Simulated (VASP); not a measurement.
# SnO2 (P4_2/mnm) in VASP: single point with PBE

Aim: the single point of SnO2 with PBE.

All numbers are computed with VASP 6.6.1; they aren't measurements. Logs are shortened: lines on timing, memory, paths and dates and some standing lists are left out, and cuts for length are marked.

## (1) The cell of the first run

Symmetry: P4_2/mnm, No. 136, tetragonal system. The conventional cell has a = 4.737 Å, b = 4.737 Å, c = 3.186 Å, α = 90.00°, β = 90.00°, γ = 90.00°. Within 2.7 Å of Sn (site symmetry mmm) lie 6 O at 2.05 to 2.06 Å. O (site symmetry m2m) has 3 Sn at 2.05 to 2.06 Å and 1 O at 2.61 Å within 2.7 Å.

## (2) Single point, PBE

INCAR

```
ALGO = Normal
EDIFF = 1E-6
ENCUT = 520
GGA = PE
ISIF = 2
ISMEAR = 0
LASPH = True
LCHARG = False
LREAL = False
LWAVE = False
NBANDS = 35
NELM = 80
PREC = Accurate
SIGMA = 0.01
```

KPOINTS

```
k-points
0
Gamma
  5 5 8
```

POSCAR

```
SnO2
1.0
    4.7372700000      0.0000000000      0.0000000000
    0.0000000000      4.7372700000      0.0000000000
    0.0000000000      0.0000000000      3.1863830000
Sn O
2 4
Direct
    0.0000000000      0.0000000000      0.0000000000
    0.5000000000      0.5000000000      0.5000000000
    0.3054018543      0.3054018543      0.0000000000
    0.1945981457      0.8054018543      0.5000000000
    0.6945981457      0.6945981457      0.0000000000
    0.8054018543      0.1945981457      0.5000000000
```

Potentials or basis: VASP PAW PBE potentials, release 64 (Sn_d, O).

Command:

```
$ cat potpaw_PBE.64/Sn_d/POTCAR potpaw_PBE.64/O/POTCAR > POTCAR
$ mpirun -np 1 vasp_std > vasp.out
```

OUTCAR:

```text
EDIFF = 1E-6
   ENCUT = 520
   GGA = PE
   ISIF = 2
   ISMEAR = 0
   LASPH = True
   LREAL = False
   NELM = 80
   PREC = Accurate

 ion  position               nearest neighbor table
   1  0.000  0.000  0.000-   3 2.05   5 2.05   4 2.06   6 2.06   4 2.06   6 2.06   2 3.71   2 3.71
                             2 3.71   2 3.71   2 3.71   2 3.71   2 3.71   2 3.71
   2  0.500  0.500  0.500-   4 2.05   6 2.05   5 2.06   3 2.06   3 2.06   5 2.06   1 3.71   1 3.71
                             1 3.71   1 3.71   1 3.71   1 3.71   1 3.71   1 3.71
   3  0.305  0.305  0.000-   1 2.05   2 2.06   2 2.06
   4  0.195  0.805  0.500-   2 2.05   1 2.06   1 2.06
   5  0.695  0.695  0.000-   1 2.05   2 2.06   2 2.06
   6  0.805  0.195  0.500-   2 2.05   1 2.06   1 2.06

  LATTYP: Found a simple tetragonal cell.
 ALAT       =     4.7372700000
 C/A-ratio  =     0.6726200955

  Lattice vectors:

 A1 = (   4.7372700000,   0.0000000000,   0.0000000000)
 A2 = (   0.0000000000,   4.7372700000,   0.0000000000)
 A3 = (   0.0000000000,   0.0000000000,   3.1863830000)

Analysis of symmetry for initial positions (statically):
=====================================================================
 Subroutine PRICEL returns:
 Original cell was already a primitive cell.

 Routine SETGRP: Setting up the symmetry group for a
 simple tetragonal supercell.

 Subroutine GETGRP returns: Found 16 space group operations
 (whereof  8 operations were pure point group operations)
 out of a pool of 16 trial point group operations.

The static configuration has the point symmetry D_2h.
 The point group associated with its full space group is D_4h.

Analysis of symmetry for dynamics (positions and initial velocities):
=====================================================================
 Subroutine PRICEL returns:
 Original cell was already a primitive cell.

 Routine SETGRP: Setting up the symmetry group for a
 simple tetragonal supercell.

 Subroutine GETGRP returns: Found 16 space group operations
 (whereof  8 operations were pure point group operations)
 out of a pool of 16 trial point group operations.

The dynamic configuration has the point symmetry D_2h.
 The point group associated with its full space group is D_4h.

 Subroutine INISYM returns: Found 16 space group operations
 (whereof  8 operations are pure point group operations),
 and found     1 'primitive' translations

----------------------------------------------------------------------------------------

                                     Primitive cell

  volume of cell :      71.5079

  direct lattice vectors                    reciprocal lattice vectors
     4.737270000  0.000000000  0.000000000     0.211092042  0.000000000  0.000000000
     0.000000000  4.737270000  0.000000000     0.000000000  0.211092042  0.000000000
     0.000000000  0.000000000  3.186383000     0.000000000  0.000000000  0.313835468

  length of vectors
     4.737270000  4.737270000  3.186383000     0.211092042  0.211092042  0.313835468

  position of ions in fractional coordinates (direct lattice)
     0.000000000  0.000000000  0.000000000
     0.500000000  0.500000000  0.500000000
     0.305401854  0.305401854  0.000000000
     0.194598146  0.805401854  0.500000000
     0.694598146  0.694598146  0.000000000
     0.805401854  0.194598146  0.500000000

  ion indices of the primitive-cell ions
   primitive index   ion index
                 1           1
                 2           2
                 3           3
                 4           4
                 5           5
                 6           6

----------------------------------------------------------------------------------------

 KPOINTS: k-points

Automatic generation of k-mesh.
 Grid dimensions read from file:
 generate k-points for:    5    5    8

 Generating k-lattice:

  Cartesian coordinates                     Fractional coordinates (reciprocal lattice)
     0.042218408  0.000000000  0.000000000     0.200000000  0.000000000  0.000000000
     0.000000000  0.042218408  0.000000000     0.000000000  0.200000000  0.000000000
     0.000000000  0.000000000  0.039229433     0.000000000  0.000000000  0.125000000

  Length of vectors
     0.042218408  0.042218408  0.039229433

  Shift w.r.t. Gamma in fractional coordinates (k-lattice)
     0.000000000  0.000000000  0.000000000

 Subroutine IBZKPT returns following result:
 ===========================================

 Found     30 irreducible k-points:

 Following reciprocal coordinates:
            Coordinates               Weight
  0.000000  0.000000  0.000000      1.000000
  0.200000  0.000000  0.000000      4.000000
  0.400000  0.000000  0.000000      4.000000
  0.200000  0.200000  0.000000      4.000000
  0.400000  0.200000  0.000000      8.000000
  0.400000  0.400000  0.000000      4.000000
[... 16 lines left out ...]
  0.400000  0.200000  0.375000     16.000000
  0.400000  0.400000  0.375000      8.000000
 [... further k-points ...]
   k-points           NKPTS =     30   k-points in BZ     NKDIM =     30   number of bands    NBANDS=     35
   number of dos      NEDOS =    301   number of ions     NIONS =      6
   total plane-waves  NPLWV =  31104
   dimension x,y,z NGX =    36 NGY =   36 NGZ =   24
   dimension x,y,z NGXF=    72 NGYF=   72 NGZF=   48
   ions per type =               2   4
   NGX,Y,Z   is equivalent  to a cutoff of  12.63, 12.63, 12.52 a.u.
   NGXF,Y,Z  is equivalent  to a cutoff of  25.27, 25.27, 25.04 a.u.
 SYSTEM =  unknown system
   PREC   = accura    normal or accurate (medium, high low for compatibility)
   ISTART =      0    job   : 0-new  1-cont  2-samecut
   ICHARG =      2    charge: 1-file 2-atom 10-const
   ISPIN  =      1    spin polarized calculation?
   LNONCOLLINEAR =      F non collinear calculations
   LSORBIT =      F    spin-orbit coupling
   LASPH  =      T    aspherical Exc in radial PAW
   ENCUT  =  520.0 eV  38.22 Ry    6.18 a.u.   8.81  8.81  5.92*2*pi/ulx,y,z
   NELM   =     80;   NELMIN=  2; NELMDL= -5     # of ELM steps
   EDIFF  = 0.1E-05   stopping-criterion for ELM
   LREAL  =      F    real-space projection
   EDIFFG = 0.1E-04   stopping-criterion for IOM
   NSW    =      0    number of steps for IOM
   IBRION =     -1    ionic relax: 0-MD 1-quasi-New 2-CG
   NFREE  =      0    steps in history (QN), initial steepest desc. (CG)
   ISIF   =      2    stress and relaxation
   ISYM   =      2    0-nonsym 1-usesym 2-fastsym
   POTIM  = 0.5000    time-step for ionic-motion
   TEBEG  =    0.0;   TEEND  =   0.0 temperature during run
   PSTRESS=    0.0 pullay stress
   NELECT =      52.0000    total number of electrons
   NUPDOWN=      -1.0000    fix difference up-down
   EMIN   =  10.00;   EMAX   =-10.00  energy-range for DOS
   EFERMI =   0.00;   METHOD = LEGACY
   ISMEAR =     0;   SIGMA  =   0.01  broadening in eV -4-tet -1-fermi 0-gaus
   EFERMI_NEDOS =   21; number of points for ismear=-14 and -15
   IALGO  =     38    algorithm
   IMIX   =      4    mixing-type and parameters
     AMIX     =   0.40;   BMIX     =  1.00
     AMIX_MAG =   1.60;   BMIX_MAG =  1.00
  volume/ion in A,a.u.               =      11.92        80.43
  Fermi-wavevector in a.u.,A,eV,Ry     =   1.472170  2.781997 29.487682  2.167283
  Thomas-Fermi vector in A             =   2.587217
   LORBIT       =      0    0 simple, 1 ext, 2 COOP (PROOUT), +10 PAW based schemes
   GGA     = PE    functional components
   LHFCALC =     F    Hartree Fock is set to
   AEXX    =    0.0000 exact exchange contribution
   IVDW    =     0    specifies the selected vdW correction
   LEPSILON=     F    determine dielectric tensor
   LRPA    =     F    only Hartree local field effects (RPA)
 non-spin polarized calculation
 Gauss-broadening in eV      SIGMA  =   0.01
  energy-cutoff  :      520.00
  volume of cell :       71.51
 maximum number of plane-waves:      1948
 NGX is ok and might be reduce to    36
   NGX = 17   NGY = 17   NGZ = 11

 number of electron      51.9999990 magnetization

 Free energy of the ion-electron system (eV)
  ---------------------------------------------------
  ext. energy  EPLUGINS =         0.00000000
  ---------------------------------------------------
  free energy    TOTEN  =       -37.16472773 eV

  energy without entropy =      -37.16472773  energy(sigma->0) =      -37.16472773

 E-fermi :   6.2995     XC(G=0): -11.2623

 val. band max:        6.1539014631   @ k =   0.0000   0.0000   0.0000
 cond. band min:       7.3927766733   @ k =   0.0000   0.0000   0.0000
 fundamental gap:      1.2388752102
 Fermi energy:         6.2994977406

 k-point     1 :       0.0000    0.0000    0.0000
  band No.  band energies     occupation
      1     -14.9648      2.00000
      2     -14.1610      2.00000
      3     -13.9072      2.00000
      4     -13.8791      2.00000
      5     -13.8791      2.00000
      6     -13.8185      2.00000
[... 27 lines left out ...]
     34      18.3445      0.00000
     35      18.8409      0.00000

 k-point     2 :       0.2000    0.0000    0.0000
  band No.  band energies     occupation
      1     -14.9023      2.00000
      2     -14.2360      2.00000
      3     -13.9072      2.00000
      4     -13.8764      2.00000
      5     -13.8763      2.00000
      6     -13.8661      2.00000
[... 27 lines left out ...]
     34      18.3478      0.00000
     35      18.7932      0.00000

 k-point     3 :       0.4000    0.0000    0.0000
  band No.  band energies     occupation
      1     -14.7239      2.00000
      2     -14.4665      2.00000
      3     -13.9071      2.00000
      4     -13.9020      2.00000
      5     -13.8719      2.00000
      6     -13.8717      2.00000
[... 27 lines left out ...]
     34      18.5320      0.00000
     35      18.7062      0.00000
[... 723 lines left out ...]
 k-point    23 :       0.4000    0.2000    0.3750
  band No.  band energies     occupation
      1     -14.7983      2.00000
      2     -14.7016      2.00000
      3     -14.1590      2.00000
      4     -13.9588      2.00000
      5     -13.7451      2.00000
      6     -13.7370      2.00000
[... 27 lines left out ...]
     34      18.2288      0.00000
     35      18.6440      0.00000

 k-point    24 :       0.4000    0.4000    0.3750
  band No.  band energies     occupation
      1     -14.7050      2.00000
      2     -14.6064      2.00000
      3     -14.2986      2.00000
      4     -14.1517      2.00000
      5     -13.7351      2.00000
      6     -13.7303      2.00000
[... 27 lines left out ...]
     34      17.6308      0.00000
     35      18.9965      0.00000

 [... further k-points ...]

------------------------ aborting loop because EDIFF is reached ----------------------------------------

  FORCE on cell =-STRESS in cart. coord.  units (eV):
  Direction    XX          YY          ZZ          XY          YZ          ZX
  --------------------------------------------------------------------------------------
  -------------------------------------------------------------------------------------
  Total        4.7547152      4.7547152      5.8816921      0.0000000      0.0000000      0.0000000
  in kB      106.5321865    106.5321865    131.7827658      0.0000000      0.0000000      0.0000000
  external PRESSURE =     114.9490463 kB  Pullay stress =       0.0000000 kB

 VOLUME and BASIS-vectors are now :
 -----------------------------------------------------------------------------
  energy-cutoff  :      520.00
  volume of cell :       71.51
      direct lattice vectors                 reciprocal lattice vectors
     4.737270000  0.000000000  0.000000000     0.211092042  0.000000000  0.000000000
     0.000000000  4.737270000  0.000000000     0.000000000  0.211092042  0.000000000
     0.000000000  0.000000000  3.186383000     0.000000000  0.000000000  0.313835468

 POSITION                                       TOTAL-FORCE (eV/Angst)
 -----------------------------------------------------------------------------------
      0.00000      0.00000      0.00000        -0.000000     -0.000000      0.000000
      2.36863      2.36863      1.59319        -0.000000     -0.000000      0.000000
      1.44677      1.44677      0.00000        -0.011604     -0.011604      0.000000
      0.92186      3.81541      1.59319         0.011604     -0.011604      0.000000
      3.29050      3.29050      0.00000         0.011604      0.011604      0.000000
      3.81541      0.92186      1.59319        -0.011604      0.011604      0.000000
 -----------------------------------------------------------------------------------
    total drift:                                0.000000      0.000000      0.000000

  FREE ENERGIE OF THE ION-ELECTRON SYSTEM (eV)
  ---------------------------------------------------
  free  energy   TOTEN  =       -37.1647277320 eV

  energy  without entropy=      -37.1647277320  energy(sigma->0) =      -37.16472773
```

It took 97 s on 1 thread of Intel Xeon 8259CL, shared host; peak memory 0.21 GiB.

Results:

| Quantity | Value |
| --- | --- |
| Free energy | -37.1647 eV |
| Pressure | 11.5 GPa |
| Largest force | 0.016 eV/Å |
| Band gap on the k mesh | 1.24 eV |

Forces on the atoms (eV/Å):
```
Sn   0.000  0.000  0.000
Sn   0.000  0.000  0.000
O   -0.012 -0.012  0.000
O    0.012 -0.012  0.000
O    0.012  0.012  0.000
O   -0.012  0.012  0.000
```

Caveat: the cell stands under pressure; spin-orbit coupling is left out, which moves the levels of the heavy elements.
